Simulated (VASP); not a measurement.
# Mo (Im-3m) in VASP: further runs

Runs on Mo. Level: PBE. Tasks: relaxation of cell and atoms.

Program: VASP 6.6.1. These are calculated values, not measurements. Logs are shortened: lines on timing, memory, paths and dates and some standing lists are left out, and cuts for length are marked.

### 1 The cell of the first run

It takes space group Im-3m (No. 229, cubic). The conventional cell has a = 3.025 Å, b = 3.025 Å, c = 3.025 Å, α = 90.00°, β = 90.00°, γ = 90.00°. Within 3.5 Å of Mo (site symmetry m-3m) lie 14 Mo at 2.62 to 3.02 Å.

### 2 Relaxation of cell and atoms, PBE, target pressure 45 GPa, at which the enthalpy is minimised

Input file INCAR:

```
PREC = Accurate
ENCUT = 600
EDIFF = 1E-6
ISMEAR = 0
SIGMA = 0.03
LREAL = F
LASPH = T
NELM = 80
ALGO = Fast
ISIF = 3
LWAVE = F
LCHARG = F
GGA = PE
IBRION = 2
NSW = 100
EDIFFG = -0.002
PSTRESS = 450.0
```

Input file KPOINTS:

```
Automatic mesh
0
Gamma
  28 28 28
```

Input file POSCAR:

```
Mo
1.0
   -1.5123819233      1.5123819233      1.5123819233
    1.5123819233     -1.5123819233      1.5123819233
    1.5123819233      1.5123819233     -1.5123819233
Mo
1
Direct
    0.0000000000      0.0000000000      0.0000000000
```

Potentials or basis: VASP PAW PBE potentials, release 64 (Mo_sv).

Launch:

```console
cat potpaw_PBE.64/Mo_sv/POTCAR > POTCAR
mpirun -np 1 vasp_std > vasp.out
```

OUTCAR:

```text
PREC = Accurate
   ENCUT = 600
   EDIFF = 1E-6
   ISMEAR = 0
   LREAL = F
   LASPH = T
   NELM = 80
   ISIF = 3
   GGA = PE
   IBRION = 2
   NSW = 100
   EDIFFG = -0.002
   PSTRESS = 450.0

 ion  position               nearest neighbor table
   1  0.000  0.000  0.000-

  LATTYP: Found a body centered cubic cell.
 ALAT       =     3.0247638466

  Lattice vectors:

 A1 = (  -1.5123819233,   1.5123819233,   1.5123819233)
 A2 = (   1.5123819233,  -1.5123819233,   1.5123819233)
 A3 = (   1.5123819233,   1.5123819233,  -1.5123819233)

Analysis of symmetry for initial positions (statically):
=====================================================================
 Subroutine PRICEL returns:
 Original cell was already a primitive cell.

 Routine SETGRP: Setting up the symmetry group for a
 body centered cubic supercell.

 Subroutine GETGRP returns: Found 48 space group operations
 (whereof 48 operations were pure point group operations)
 out of a pool of 48 trial point group operations.

The static configuration has the point symmetry O_h .

Analysis of symmetry for dynamics (positions and initial velocities):
=====================================================================
 Subroutine PRICEL returns:
 Original cell was already a primitive cell.

 Routine SETGRP: Setting up the symmetry group for a
 body centered cubic supercell.

 Subroutine GETGRP returns: Found 48 space group operations
 (whereof 48 operations were pure point group operations)
 out of a pool of 48 trial point group operations.

The dynamic configuration has the point symmetry O_h .

 Subroutine INISYM returns: Found 48 space group operations
 (whereof 48 operations are pure point group operations),
 and found     1 'primitive' translations

----------------------------------------------------------------------------------------

                                     Primitive cell

  volume of cell :      13.8371

  direct lattice vectors                    reciprocal lattice vectors
    -1.512381923  1.512381923  1.512381923     0.000000000  0.330604322  0.330604322
     1.512381923 -1.512381923  1.512381923     0.330604322  0.000000000  0.330604322
     1.512381923  1.512381923 -1.512381923     0.330604322  0.330604322  0.000000000

  length of vectors
     2.619522332  2.619522332  2.619522332     0.467545116  0.467545116  0.467545116

  position of ions in fractional coordinates (direct lattice)
     0.000000000  0.000000000  0.000000000

  ion indices of the primitive-cell ions
   primitive index   ion index
                 1           1

----------------------------------------------------------------------------------------

 KPOINTS: Automatic mesh

Automatic generation of k-mesh.
 Grid dimensions read from file:
 generate k-points for:   28   28   28

 Generating k-lattice:

  Cartesian coordinates                     Fractional coordinates (reciprocal lattice)
     0.000000000  0.011807297  0.011807297     0.035714286  0.000000000  0.000000000
     0.011807297  0.000000000  0.011807297     0.000000000  0.035714286  0.000000000
     0.011807297  0.011807297  0.000000000     0.000000000  0.000000000  0.035714286

  Length of vectors
     0.016698040  0.016698040  0.016698040

  Shift w.r.t. Gamma in fractional coordinates (k-lattice)
     0.000000000  0.000000000  0.000000000

 Subroutine IBZKPT returns following result:
 ===========================================

 Found    624 irreducible k-points:

 Following reciprocal coordinates:
            Coordinates               Weight
  0.000000  0.000000  0.000000      1.000000
  0.035714  0.000000  0.000000     12.000000
  0.071429  0.000000  0.000000     12.000000
  0.107143  0.000000  0.000000     12.000000
  0.142857  0.000000  0.000000     12.000000
  0.178571  0.000000  0.000000     12.000000
[... 16 lines left out ...]
  0.285714  0.035714  0.000000     48.000000
  0.321429  0.035714  0.000000     48.000000
 [... further k-points ...]
   k-points           NKPTS =    624   k-points in BZ     NKDIM =    624   number of bands    NBANDS=     11
   number of dos      NEDOS =    301   number of ions     NIONS =      1
   total plane-waves  NPLWV =  13824
   dimension x,y,z NGX =    24 NGY =   24 NGZ =   24
   dimension x,y,z NGXF=    48 NGYF=   48 NGZF=   48
   ions per type =               1
   NGX,Y,Z   is equivalent  to a cutoff of  15.23, 15.23, 15.23 a.u.
   NGXF,Y,Z  is equivalent  to a cutoff of  30.46, 30.46, 30.46 a.u.
 SYSTEM =  unknown system
   PREC   = accura    normal or accurate (medium, high low for compatibility)
   ISTART =      0    job   : 0-new  1-cont  2-samecut
   ICHARG =      2    charge: 1-file 2-atom 10-const
   ISPIN  =      1    spin polarized calculation?
   LNONCOLLINEAR =      F non collinear calculations
   LSORBIT =      F    spin-orbit coupling
   LASPH  =      T    aspherical Exc in radial PAW
   ENCUT  =  600.0 eV  44.10 Ry    6.64 a.u.   5.23  5.23  5.23*2*pi/ulx,y,z
   NELM   =     80;   NELMIN=  2; NELMDL= -5     # of ELM steps
   EDIFF  = 0.1E-05   stopping-criterion for ELM
   LREAL  =      F    real-space projection
   EDIFFG = -.2E-02   stopping-criterion for IOM
   NSW    =    100    number of steps for IOM
   IBRION =      2    ionic relax: 0-MD 1-quasi-New 2-CG
   NFREE  =      1    steps in history (QN), initial steepest desc. (CG)
   ISIF   =      3    stress and relaxation
   ISYM   =      2    0-nonsym 1-usesym 2-fastsym
   POTIM  = 0.5000    time-step for ionic-motion
   TEBEG  =    0.0;   TEEND  =   0.0 temperature during run
   PSTRESS=  450.0 pullay stress
   NELECT =      14.0000    total number of electrons
   NUPDOWN=      -1.0000    fix difference up-down
   EMIN   =  10.00;   EMAX   =-10.00  energy-range for DOS
   EFERMI =   0.00;   METHOD = LEGACY
   ISMEAR =     0;   SIGMA  =   0.03  broadening in eV -4-tet -1-fermi 0-gaus
   EFERMI_NEDOS =   21; number of points for ismear=-14 and -15
   IALGO  =     68    algorithm
   IMIX   =      4    mixing-type and parameters
     AMIX     =   0.40;   BMIX     =  1.00
     AMIX_MAG =   1.60;   BMIX_MAG =  1.00
  volume/ion in A,a.u.               =      13.84        93.38
  Fermi-wavevector in a.u.,A,eV,Ry     =   1.643499  3.105762 36.750534  2.701088
  Thomas-Fermi vector in A             =   2.733623
   LORBIT       =      0    0 simple, 1 ext, 2 COOP (PROOUT), +10 PAW based schemes
   GGA     = PE    functional components
   LHFCALC =     F    Hartree Fock is set to
   AEXX    =    0.0000 exact exchange contribution
   IVDW    =     0    specifies the selected vdW correction
   LEPSILON=     F    determine dielectric tensor
   LRPA    =     F    only Hartree local field effects (RPA)
 conjugate gradient relaxation of ions
 non-spin polarized calculation
 RMM-DIIS sequential band-by-band and
 Gauss-broadening in eV      SIGMA  =   0.03
  energy-cutoff  :      600.00
  volume of cell :       13.84
 maximum number of plane-waves:       478
 NGX is ok and might be reduce to    24
   NGX = 11   NGY = 11   NGZ = 11

--------------------------------------- Ionic step        1  -------------------------------------------

 number of electron      14.0000002 magnetization

 Free energy of the ion-electron system (eV)
  ---------------------------------------------------
  ext. energy  EPLUGINS =         0.00000000
  ---------------------------------------------------
  free energy    TOTEN  =       -10.67952431 eV

  energy without entropy =      -10.67926668  energy(sigma->0) =      -10.67939550

------------------------ aborting loop because EDIFF is reached ----------------------------------------

  FORCE on cell =-STRESS in cart. coord.  units (eV):
  Direction    XX          YY          ZZ          XY          YZ          ZX
  --------------------------------------------------------------------------------------
  -------------------------------------------------------------------------------------
  Total        3.9538479      3.9538479      3.9538479      0.0000000     -0.0000000      0.0000000
  in kB      457.8108866    457.8108866    457.8108866      0.0000000     -0.0000000      0.0000000
  external PRESSURE =       7.8108866 kB  Pullay stress =     450.0000000 kB
[... 90 lines left out ...]
  FREE ENERGIE OF THE ION-ELECTRON SYSTEM (eV)
  ---------------------------------------------------
  free  energy   TOTEN  =       -10.6867014780 eV

  energy  without entropy=      -10.6864398899  energy(sigma->0) =      -10.68657068

  enthalpy is  TOTEN    =        -6.7931894510 eV   P V=        3.8935120270

[... ionic steps 4 to 7 ...]

--------------------------------------- Ionic step        8  -------------------------------------------

 number of electron      14.0000002 magnetization

------------------------ aborting loop because EDIFF is reached ----------------------------------------

  FORCE on cell =-STRESS in cart. coord.  units (eV):
  Direction    XX          YY          ZZ          XY          YZ          ZX
  --------------------------------------------------------------------------------------
  -------------------------------------------------------------------------------------
  Total        3.8953844      3.8953844      3.8953844      0.0000000      0.0000000     -0.0000000
  in kB      450.3113848    450.3113848    450.3113848      0.0000000      0.0000000     -0.0000000
  external PRESSURE =       0.3113848 kB  Pullay stress =     450.0000000 kB
[... 59 lines left out ...]
  enthalpy is  TOTEN    =        -6.7931893836 eV   P V=        3.8928644089

--------------------------------------- Ionic step       10  -------------------------------------------

 number of electron      14.0000002 magnetization

 Free energy of the ion-electron system (eV)
  ---------------------------------------------------
  ext. energy  EPLUGINS =         0.00000000
  ---------------------------------------------------
  free energy    TOTEN  =       -10.68650208 eV

  energy without entropy =      -10.68624029  energy(sigma->0) =      -10.68637119

 E-fermi :  14.7032     XC(G=0): -14.0810

 val. band max:       14.7018534225   @ k =  -0.2143   0.3214   0.0714
 cond. band min:      14.7057102844   @ k =  -0.4286  -0.4286   0.2857
 fundamental gap:      0.0038568619
 Fermi energy:        14.7031722718

 k-point     1 :       0.0000    0.0000    0.0000
  band No.  band energies     occupation
      1     -46.7092      2.00000
      2     -19.6362      2.00000
      3     -19.6362      2.00000
      4     -19.6362      2.00000
      5       7.0463      2.00000
      6      13.0066      2.00000
      7      13.0066      2.00000
      8      13.0066      2.00000
      9      16.5037      0.00000
     10      16.5037      0.00000
     11      29.6062      0.00000
[... 309 lines left out ...]
 k-point    24 :       0.3214    0.0357    0.0000
  band No.  band energies     occupation
      1     -46.3832      2.00000
      2     -21.2175      2.00000
      3     -20.1312      2.00000
      4     -19.6654      2.00000
      5       9.0659      2.00000
      6      11.0808      2.00000
      7      14.1155      2.00000
      8      16.3087      0.00000
      9      17.0322      0.00000
     10      17.9666      0.00000
     11      28.5237      0.00000

 [... further k-points ...]
[... 5 lines left out ...]
  --------------------------------------------------------------------------------------
  -------------------------------------------------------------------------------------
  Total        3.8919573      3.8919573      3.8919573      0.0000000      0.0000000      0.0000000
  in kB      449.8433470    449.8433470    449.8433470      0.0000000      0.0000000      0.0000000
  external PRESSURE =      -0.1566530 kB  Pullay stress =     450.0000000 kB
[... 16 lines left out ...]
  FREE ENERGIE OF THE ION-ELECTRON SYSTEM (eV)
  ---------------------------------------------------
  free  energy   TOTEN  =       -10.6865020812 eV

  energy  without entropy=      -10.6862402890  energy(sigma->0) =      -10.68637119

  enthalpy is  TOTEN    =        -6.7931894026 eV   P V=        3.8933126786

 reached required accuracy - stopping structural energy minimisation
```

Wall time 4.6 min (1 thread of Intel Xeon Platinum 8259CL at 2.50GHz (Skylake/Cascade Lake), shared host); peak memory 0.25 GiB.

What came out:

- Free energy: -10.6865 eV
- Relaxed volume: 13.86 Å³/atom
- Relaxed cell: a = 2.621 Å, b = 2.621 Å, c = 2.621 Å, α = 109.47°, β = 109.47°, γ = 109.47°
- Space group after relaxing (to 0.05 Å): Im-3m (No. 229)
- Energy change on relaxing (the enthalpy is what falls): -7.0 meV/atom
- Ionic steps: 10
- Pressure after relaxing: 45.0 GPa
- Band gap on the k mesh: zero (band 7 reaches 19.34 eV, above the bottom of band 8 at 13.01 eV)

Step by step:
```tsv
step	energy change (eV)	largest force (eV/Å)	pressure (GPa)	volume (Å³)
1	0.0000	0.0000	45.78	13.84
2	-0.0369	0.0000	41.40	13.97
3	-0.0072	0.0000	45.13	13.86
4	-0.0082	0.0000	44.86	13.87
5	-0.0077	0.0000	44.88	13.86
6	-0.0074	0.0000	44.84	13.86
7	-0.0008	0.0000	45.66	13.84
8	-0.0064	0.0000	45.03	13.86
9	-0.0065	0.0000	45.07	13.86
10	-0.0070	0.0000	44.98	13.86
```

Final structure:
```cif
data_structure
_symmetry_space_group_name_H-M 'P 1'
_symmetry_Int_Tables_number 1
_cell_length_a 2.6211
_cell_length_b 2.6211
_cell_length_c 2.6211
_cell_angle_alpha 109.471
_cell_angle_beta 109.471
_cell_angle_gamma 109.471
_cell_volume 13.86
loop_
_atom_site_label
_atom_site_type_symbol
_atom_site_fract_x
_atom_site_fract_y
_atom_site_fract_z
_atom_site_occupancy
Mo1 Mo 0.00000 0.00000 0.00000 1
```

Levels at points of the mesh, in eV from the Fermi level:
```tsv
k point	band 3	band 4	band 5	band 6	band 7	band 8	band 9	band 10	band 11
(0.00, 0.00, 0.00)	-34.34	-34.34	-7.66	-1.70	-1.70	-1.70	1.80	1.80	14.90
(0.50, 0.00, 0.00)	-34.97	-34.36	-6.17	-4.10	1.91	2.10	2.65	5.57	12.11
(0.50, 0.50, 0.50)	-35.71	-35.71	-6.52	-6.52	4.63	4.63	4.63	10.00	10.00
```

Caveat: the cell is relaxed towards a set pressure, so the enthalpy falls and the energy may rise.

### 3 Relaxation of cell and atoms, PBE, target pressure 45 GPa, at which the enthalpy is minimised

This run uses another cell than the first one, of 15.58 Å³/atom, 1.126 times its volume.

Input file INCAR:

```
ALGO = Fast
EDIFF = 1E-7
EDIFFG = -0.002
ENCUT = 600
GGA = PE
IBRION = 2
ISIF = 3
ISMEAR = 0
LASPH = T
LCHARG = F
LREAL = F
LWAVE = F
NELM = 100
NSW = 100
PREC = Accurate
PSTRESS = 450.0
SIGMA = 0.03
```

Input file KPOINTS:

```
k-points
0
Gamma
  26 26 26
```

Input file POSCAR:

```
Mo
1.0
   -1.5734150000      1.5734150000      1.5734150000
    1.5734150000     -1.5734150000      1.5734150000
    1.5734150000      1.5734150000     -1.5734150000
Mo
1
Direct
    0.0000000000      0.0000000000      0.0000000000
```

Potentials or basis: VASP PAW PBE potentials, release 64 (Mo_sv).

Launch:

```console
cat potpaw_PBE.64/Mo_sv/POTCAR > POTCAR
mpirun -np 1 vasp_std > vasp.out
```

OUTCAR:

```text
EDIFF = 1E-7
   EDIFFG = -0.002
   ENCUT = 600
   GGA = PE
   IBRION = 2
   ISIF = 3
   ISMEAR = 0
   LASPH = T
   LREAL = F
   NELM = 100
   NSW = 100
   PREC = Accurate
   PSTRESS = 450.0

 ion  position               nearest neighbor table
   1  0.000  0.000  0.000-

  LATTYP: Found a body centered cubic cell.
 ALAT       =     3.1468300000

  Lattice vectors:

 A1 = (  -1.5734150000,   1.5734150000,   1.5734150000)
 A2 = (   1.5734150000,  -1.5734150000,   1.5734150000)
 A3 = (   1.5734150000,   1.5734150000,  -1.5734150000)

Analysis of symmetry for initial positions (statically):
=====================================================================
 Subroutine PRICEL returns:
 Original cell was already a primitive cell.

 Routine SETGRP: Setting up the symmetry group for a
 body centered cubic supercell.

 Subroutine GETGRP returns: Found 48 space group operations
 (whereof 48 operations were pure point group operations)
 out of a pool of 48 trial point group operations.

The static configuration has the point symmetry O_h .

[... 168 lines left out ...]
  -------------------------------------------------------------------------------------
  Total        0.3921230      0.3921230      0.3921230      0.0000000      0.0000000      0.0000000
  in kB       40.3220911     40.3220911     40.3220911      0.0000000      0.0000000      0.0000000
  external PRESSURE =    -409.6779089 kB  Pullay stress =     450.0000000 kB
[... 135 lines left out ...]
--------------------------------------- Ionic step        5  -------------------------------------------

 number of electron      14.0000002 magnetization

 Free energy of the ion-electron system (eV)
  ---------------------------------------------------
  ext. energy  EPLUGINS =         0.00000000
  ---------------------------------------------------
  free energy    TOTEN  =       -10.69184035 eV

  energy without entropy =      -10.69160503  energy(sigma->0) =      -10.69172269

 E-fermi :  14.6520     XC(G=0): -14.0800

 val. band max:       14.6518536430   @ k =  -0.4231   0.5000   0.0385
 cond. band min:      14.6586595515   @ k =  -0.1538   0.1923   0.0769
 fundamental gap:      0.0068059086
 Fermi energy:        14.6519605053

 k-point     1 :       0.0000    0.0000    0.0000
  band No.  band energies     occupation
      1     -46.7114      2.00000
      2     -19.6394      2.00000
      3     -19.6394      2.00000
      4     -19.6394      2.00000
      5       7.0440      2.00000
      6      13.0051      2.00000
      7      13.0051      2.00000
      8      13.0051      2.00000
      9      16.5008      0.00000
     10      16.5008      0.00000
     11      29.6035      0.00000
[... 309 lines left out ...]
 k-point    24 :       0.3846    0.0385    0.0000
  band No.  band energies     occupation
      1     -46.3221      2.00000
      2     -21.4932      2.00000
      3     -20.2264      2.00000
      4     -19.6742      2.00000
      5       8.7936      2.00000
      6      10.7913      2.00000
      7      15.3013      0.00000
      8      16.6378      0.00000
      9      17.3044      0.00000
     10      19.3761      0.00000
     11      27.5391      0.00000

 [... further k-points ...]
[... 5 lines left out ...]
  --------------------------------------------------------------------------------------
  -------------------------------------------------------------------------------------
  Total        3.8954133      3.8954133      3.8954133      0.0000000      0.0000000     -0.0000000
  in kB      450.1785238    450.1785238    450.1785238      0.0000000      0.0000000     -0.0000000
  external PRESSURE =       0.1785238 kB  Pullay stress =     450.0000000 kB
[... 20 lines left out ...]
  energy  without entropy=      -10.6916050310  energy(sigma->0) =      -10.69172269

  enthalpy is  TOTEN    =        -6.7979717760 eV   P V=        3.8938685704

 reached required accuracy - stopping structural energy minimisation
```

CONTCAR:

```text
Mo
   1.00000000000000
    -1.5133514202524623    1.5133514202524623    1.5133514202524623
     1.5133514202524623   -1.5133514202524623    1.5133514202524623
     1.5133514202524623    1.5133514202524623   -1.5133514202524623
  Mo
     1
Direct
     0.0000000000000000    0.0000000000000000    0.0000000000000000

  0.00000000E+00  0.00000000E+00  0.00000000E+00
```

Run time: 5 min. Hardware: 1 thread of Intel Xeon Platinum 8259CL at 2.50GHz (Skylake/Cascade Lake), shared host; peak memory 0.25 GiB.

What came out:

- Free energy: -10.6918 eV
- Relaxed volume: 13.86 Å³/atom
- Relaxed cell: a = 2.621 Å, b = 2.621 Å, c = 2.621 Å, α = 109.47°, β = 109.47°, γ = 109.47°
- Space group after relaxing (to 0.05 Å): Im-3m (No. 229)
- Energy change on relaxing (the enthalpy is what falls): +241.7 meV/atom
- Ionic steps: 5
- Pressure after relaxing: 45.0 GPa
- Band gap on the k mesh: zero (band 7 reaches 19.34 eV, above the bottom of band 8 at 13.01 eV)

The path:
```csv
step,energy change (eV),largest force (eV/Å),pressure (GPa),volume (Å³)
1,0.0000,0.0000,4.03,15.58
2,8.6153,0.0000,619.70,8.21
3,0.1444,0.0000,33.17,14.26
4,0.2010,0.0000,40.33,14.02
5,0.2417,0.0000,45.02,13.86
```

Final structure:
```
CELL_PARAMETERS angstrom
-1.51335 1.51335 1.51335
1.51335 -1.51335 1.51335
1.51335 1.51335 -1.51335
ATOMIC_POSITIONS crystal
Mo 0.00000 0.00000 0.00000
```

Levels at points of the mesh, in eV from the Fermi level:
```tsv
k point	band 4	band 5	band 6	band 7	band 8	band 9	band 10	band 11
(0.00, 0.00, 0.00)	-34.29	-7.61	-1.65	-1.65	-1.65	1.85	1.85	14.95
(0.50, 0.00, 0.00)	-34.32	-6.12	-4.05	1.96	2.15	2.70	5.62	12.15
(0.50, 0.50, 0.50)	-35.66	-6.47	-6.47	4.68	4.68	4.68	10.05	10.05
```

Caveat: the cell is relaxed towards a set pressure, so the enthalpy falls and the energy may rise.
